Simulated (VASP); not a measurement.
# Ta (Im-3m) in VASP: further runs

Runs on Ta. Level: PBEsol. Tasks: single point, relaxation of cell and atoms.

All numbers are computed with VASP 6.6.1; they aren't measurements. Logs are shortened: lines on timing, memory, paths and dates and some standing lists are left out, and cuts for length are marked.

## Step 1: The cell of the first run

The structure is cubic, space group Im-3m (No. 229). The conventional cell has a = 3.280 Å, b = 3.280 Å, c = 3.280 Å, α = 90.00°, β = 90.00°, γ = 90.00°. Within 3.7 Å of Ta (site symmetry m-3m) lie 14 Ta at 2.84 to 3.28 Å.

## Step 2: Single point, PBEsol

INCAR reads:

```
SYSTEM = Ta
  ALGO = Normal
  EDIFF = 1E-6
  ENCUT = 520
  GGA = PS
  ISIF = 2
  ISMEAR = 0
  LASPH = .True.
  LCHARG = .False.
  LREAL = .False.
  LWAVE = .False.
  NBANDS = 12
  NELM = 80
  PREC = Accurate
  SIGMA = 0.1
```

KPOINTS reads:

```
k-points
0
Gamma
  18 18 18
  0 0 0
```

POSCAR reads:

```
Ta
1.0
   -1.6402413114      1.6402413114      1.6402413114
    1.6402413114     -1.6402413114      1.6402413114
    1.6402413114      1.6402413114     -1.6402413114
Ta
1
Direct
    0.0000000000      0.0000000000      0.0000000000
```

Potentials or basis: VASP PAW PBE potentials, release 64 (Ta_pv).

Run with:

```bash
$ cat potpaw_PBE.64/Ta_pv/POTCAR > POTCAR
$ mpirun -np 1 vasp_std > vasp.out
```

OUTCAR:

```text
SYSTEM = Ta
   EDIFF = 1E-6
   ENCUT = 520
   GGA = PS
   ISIF = 2
   ISMEAR = 0
   LASPH = .True.
   LREAL = .False.
   NELM = 80
   PREC = Accurate

 ion  position               nearest neighbor table
   1  0.000  0.000  0.000-

  LATTYP: Found a body centered cubic cell.
 ALAT       =     3.2804826228

  Lattice vectors:

 A1 = (  -1.6402413114,   1.6402413114,   1.6402413114)
 A2 = (   1.6402413114,  -1.6402413114,   1.6402413114)
 A3 = (   1.6402413114,   1.6402413114,  -1.6402413114)

Analysis of symmetry for initial positions (statically):
=====================================================================
 Subroutine PRICEL returns:
 Original cell was already a primitive cell.

 Routine SETGRP: Setting up the symmetry group for a
 body centered cubic supercell.

 Subroutine GETGRP returns: Found 48 space group operations
 (whereof 48 operations were pure point group operations)
 out of a pool of 48 trial point group operations.

The static configuration has the point symmetry O_h .

Analysis of symmetry for dynamics (positions and initial velocities):
=====================================================================
 Subroutine PRICEL returns:
 Original cell was already a primitive cell.

 Routine SETGRP: Setting up the symmetry group for a
 body centered cubic supercell.

 Subroutine GETGRP returns: Found 48 space group operations
 (whereof 48 operations were pure point group operations)
 out of a pool of 48 trial point group operations.

The dynamic configuration has the point symmetry O_h .

 Subroutine INISYM returns: Found 48 space group operations
 (whereof 48 operations are pure point group operations),
 and found     1 'primitive' translations

----------------------------------------------------------------------------------------

                                     Primitive cell

  volume of cell :      17.6516

  direct lattice vectors                    reciprocal lattice vectors
    -1.640241311  1.640241311  1.640241311     0.000000000  0.304833195  0.304833195
     1.640241311 -1.640241311  1.640241311     0.304833195  0.000000000  0.304833195
     1.640241311  1.640241311 -1.640241311     0.304833195  0.304833195  0.000000000

  length of vectors
     2.840981288  2.840981288  2.840981288     0.431099239  0.431099239  0.431099239

[... 84 lines left out ...]
   ISIF   =      2    stress and relaxation
   ISYM   =      2    0-nonsym 1-usesym 2-fastsym
   POTIM  = 0.5000    time-step for ionic-motion
   TEBEG  =    0.0;   TEEND  =   0.0 temperature during run
   PSTRESS=    0.0 pullay stress
   NELECT =      11.0000    total number of electrons
   NUPDOWN=      -1.0000    fix difference up-down
   EMIN   =  10.00;   EMAX   =-10.00  energy-range for DOS
   EFERMI =   0.00;   METHOD = LEGACY
   ISMEAR =     0;   SIGMA  =   0.10  broadening in eV -4-tet -1-fermi 0-gaus
   EFERMI_NEDOS =   21; number of points for ismear=-14 and -15
   IALGO  =     38    algorithm
   IMIX   =      4    mixing-type and parameters
     AMIX     =   0.40;   BMIX     =  1.00
     AMIX_MAG =   1.60;   BMIX_MAG =  1.00
  volume/ion in A,a.u.               =      17.65       119.12
  Fermi-wavevector in a.u.,A,eV,Ry     =   1.398335  2.642471 26.604037  1.955342
  Thomas-Fermi vector in A             =   2.521503
   LORBIT       =      0    0 simple, 1 ext, 2 COOP (PROOUT), +10 PAW based schemes
   GGA     = PS    functional components
   LHFCALC =     F    Hartree Fock is set to
   AEXX    =    0.0000 exact exchange contribution
   IVDW    =     0    specifies the selected vdW correction
   LEPSILON=     F    determine dielectric tensor
   LRPA    =     F    only Hartree local field effects (RPA)
 non-spin polarized calculation
 Gauss-broadening in eV      SIGMA  =   0.10
  energy-cutoff  :      520.00
  volume of cell :       17.65
 maximum number of plane-waves:       490
 NGX is ok and might be reduce to    24

 number of electron      11.0000002 magnetization

 Free energy of the ion-electron system (eV)
  ---------------------------------------------------
  ext. energy  EPLUGINS =         0.00000000
  ---------------------------------------------------
  free energy    TOTEN  =       -12.55538434 eV

  energy without entropy =      -12.54943994  energy(sigma->0) =      -12.55241214

 E-fermi :   5.4931     XC(G=0): -12.8317

 val. band max:        5.4925131583   @ k =  -0.2778   0.3889   0.1111
 cond. band min:       5.4959105903   @ k =  -0.1667   0.2222   0.0556
 fundamental gap:      0.0033974320
 Fermi energy:         5.4930680655

 k-point     1 :       0.0000    0.0000    0.0000
  band No.  band energies     occupation
      1     -27.4574      2.00000
      2     -27.4574      2.00000
      3     -27.4574      2.00000
      4      -2.5224      2.00000
      5       6.2055      0.00000
      6       6.2055      0.00000
      7       6.2055      0.00000
      8       9.5477      0.00000
      9       9.5477      0.00000
     10      20.2203      0.00000
     11      20.6203      0.00000
     12      20.6203      0.00000
[... 331 lines left out ...]
 k-point    24 :       0.3889    0.1111   -0.0000
  band No.  band energies     occupation
      1     -28.6410      2.00000
      2     -27.8984      2.00000
      3     -27.5215      2.00000
      4       1.4130      2.00000
      5       3.9990      2.00000
      6       6.2129      0.00000
      7       9.3050      0.00000
      8      10.6403      0.00000
      9      13.5906      0.00000
     10      17.2564      0.00000
     11      18.6480      0.00000
     12      20.2385      0.00000

 [... further k-points ...]

------------------------ aborting loop because EDIFF is reached ----------------------------------------

  FORCE on cell =-STRESS in cart. coord.  units (eV):
  Direction    XX          YY          ZZ          XY          YZ          ZX
  --------------------------------------------------------------------------------------
  -------------------------------------------------------------------------------------
  Total        0.0203128      0.0203128      0.0203128      0.0000000      0.0000000     -0.0000000
  in kB        1.8437253      1.8437253      1.8437253      0.0000000      0.0000000     -0.0000000
  external PRESSURE =       1.8437253 kB  Pullay stress =       0.0000000 kB

 VOLUME and BASIS-vectors are now :
 -----------------------------------------------------------------------------
  energy-cutoff  :      520.00
  volume of cell :       17.65
      direct lattice vectors                 reciprocal lattice vectors
    -1.640241311  1.640241311  1.640241311     0.000000000  0.304833195  0.304833195
     1.640241311 -1.640241311  1.640241311     0.304833195  0.000000000  0.304833195
     1.640241311  1.640241311 -1.640241311     0.304833195  0.304833195  0.000000000

 POSITION                                       TOTAL-FORCE (eV/Angst)
 -----------------------------------------------------------------------------------
      0.00000      0.00000      0.00000        -0.000000      0.000000      0.000000
 -----------------------------------------------------------------------------------
    total drift:                               -0.000000      0.000000      0.000000

  FREE ENERGIE OF THE ION-ELECTRON SYSTEM (eV)
  ---------------------------------------------------
  free  energy   TOTEN  =       -12.5553843390 eV

  energy  without entropy=      -12.5494399351  energy(sigma->0) =      -12.55241214
```

stdout:

```text
POSCAR found type information on POSCAR Ta
 POSCAR found :  1 types and       1 ions
 scaLAPACK will be used
 -----------------------------------------------------------------------------
|                                                                             |
|                                                                             |
|     You enforced a specific xc type in the INCAR file but a different       |
|     I HOPE YOU KNOW WHAT YOU ARE DOING!                                     |
|                                                                             |
 -----------------------------------------------------------------------------

 LDA part: xc-table for (Slater+PW92), standard interpolation
 POSCAR, INCAR and KPOINTS ok, starting setup
 FFT: planning ... GRIDC
 FFT: planning ... GRID_SOFT
 FFT: planning ... GRID
 WAVECAR not read
 entering main loop
```

It took 40 s on 1 thread of AMD EPYC 7R43 (Zen 3), shared host; peak memory 0.13 GiB.

Results:

* Free energy: -12.5554 eV
* Pressure: 0.2 GPa

Levels at points of the mesh, in eV from the Fermi level:
```csv
k point,band 3,band 4,band 5,band 6,band 7,band 8
"(0.00, 0.00, 0.00)",-32.95,-8.02,0.71,0.71,0.71,4.05
"(0.50, 0.00, 0.00)",-32.96,-4.49,-1.62,1.70,3.95,5.00
"(0.50, 0.50, 0.50)",-33.83,-3.94,-3.94,7.00,7.00,7.00
```

Caveat: the PAW data sets were made with another functional, which shifts forces and pressure a little; spin-orbit coupling is left out, which moves the levels of the heavy elements.

## Step 3: Relaxation of cell and atoms, PBEsol

This run uses another cell than the first one, of 18.13 Å³/atom, 1.027 times its volume.

INCAR reads:

```
PREC = Accurate ; ENCUT = 600
EDIFF = 1E-7 ; ISMEAR = 0
SIGMA = 0.1 ; LREAL = F
LASPH = T ; NELM = 100
ALGO = Fast ; ISIF = 3
LWAVE = F ; LCHARG = F
GGA = PS ; IBRION = 2
NSW = 100 ; EDIFFG = -0.005
```

KPOINTS reads:

```
regular mesh
0
Gamma
  18 18 18
```

POSCAR reads:

```
Ta
1.0
   -1.6549986157      1.6549986157      1.6549986157
    1.6549986157     -1.6549986157      1.6549986157
    1.6549986157      1.6549986157     -1.6549986157
Ta
1
Direct
    0.0000000000      0.0000000000      0.0000000000
```

Potentials or basis: VASP PAW PBE potentials, release 64 (Ta_pv).

Run with:

```bash
$ cat potpaw_PBE.64/Ta_pv/POTCAR > POTCAR
$ mpirun -np 1 vasp_std > vasp.out
```

Wall time 1.9 min (1 thread of AMD EPYC 7R43 (Zen 3), shared host); peak memory 0.15 GiB.

The run converged. Its results:

```
Free energy                            : -12.5557 eV
Relaxed volume                         : 17.67 Å³/atom
Relaxed cell                           : a = 2.842 Å, b = 2.842 Å, c = 2.842 Å, α = 109.47°, β = 109.47°, γ = 109.47°
Space group after relaxing (to 0.05 Å) : Im-3m (No. 229)
Energy gained by relaxing              : 7.6 meV/atom
Ionic steps                            : 4
Pressure after relaxing                : 0.0 GPa
```

Step by step:
```csv
step,energy change (eV),largest force (eV/Å),pressure (GPa),volume (Å³)
1,0.0000,0.0000,-5.12,18.13
2,0.0345,0.0000,13.99,16.65
3,-0.0075,0.0000,-0.10,17.68
4,-0.0076,0.0000,0.02,17.67
```

Final structure:
```yaml
crystal:
  lattice:
    - [-1.64077, 1.64077, 1.64077]
    - [1.64077, -1.64077, 1.64077]
    - [1.64077, 1.64077, -1.64077]
  atoms:
    - { symbol: Ta, position: [0.00000, 0.00000, 0.00000] }
```

Levels at points of the mesh, in eV from the Fermi level:
```
           k point  band 1  band 2  band 3  band 4  band 5  band 6  band 7  band 8  band 9
(0.00, 0.00, 0.00)  -32.95  -32.95  -32.95   -8.01    0.71    0.71    0.71    4.05    4.05
(0.50, 0.00, 0.00)  -34.21  -33.36  -32.96   -4.48   -1.62    1.69    3.94    5.00    7.99
(0.50, 0.50, 0.50)  -33.83  -33.83  -33.83   -3.94   -3.94    6.99    6.99    6.99    8.83
```

Caveat: the PAW data sets were made with another functional, which shifts forces and pressure a little; spin-orbit coupling is left out, which moves the levels of the heavy elements.

## Step 4: Single point, PBEsol

This run uses another cell than the first one, of the same volume but with other edges.

INCAR reads:

```
SYSTEM = Ta
ALGO = Fast ; EDIFF = 1E-6
ENCUT = 520 ; GGA = PS
ISIF = 2 ; ISMEAR = 0
ISYM = 0 ; LASPH = .True.
LCHARG = .False. ; LREAL = .False.
LWAVE = .False. ; NBANDS = 12
NELM = 100 ; PREC = Accurate
SIGMA = 0.1
```

KPOINTS reads:

```
k-points
0
Gamma
  11 5 46
  0 0 0
```

POSCAR reads:

```
Ta
1.0
    3.2804826227      0.0000000000      0.0000000000
    0.0000000000      7.3353821434      0.0000000000
    1.6402413114     -2.2006146430      0.7335382143
Ta
1
Direct
    0.0000000000      0.0000000000      0.0000000000
```

Run with:

```bash
$ cat potpaw_PBE.64/Ta_pv/POTCAR > POTCAR
$ mpirun -np 1 vasp_std > vasp.out
```

Run time: 11 min. Hardware: 1 thread of Intel Xeon Platinum 8375C at 2.90GHz (Ice Lake), shared host; peak memory 0.41 GiB.

It converged, with:

```yaml
Free_energy: -12.5563 eV
Pressure: 0.3 GPa
```

Levels at points of the mesh, in eV from the Fermi level:
```tsv
k point	band 3	band 4	band 5	band 6	band 7	band 8	band 9	band 10
(0.00, 0.00, 0.00)	-32.93	-7.99	0.73	0.73	0.73	4.07	4.08	15.15
(0.00, 0.00, 0.50)	-33.81	-3.92	-3.92	7.02	7.02	7.02	8.86	8.86
```

Caveat: the k points lie up to 0.54 Å⁻¹ apart; the PAW data sets were made with another functional, which shifts forces and pressure a little; spin-orbit coupling is left out, which moves the levels of the heavy elements.

[end of part 1 of 2]
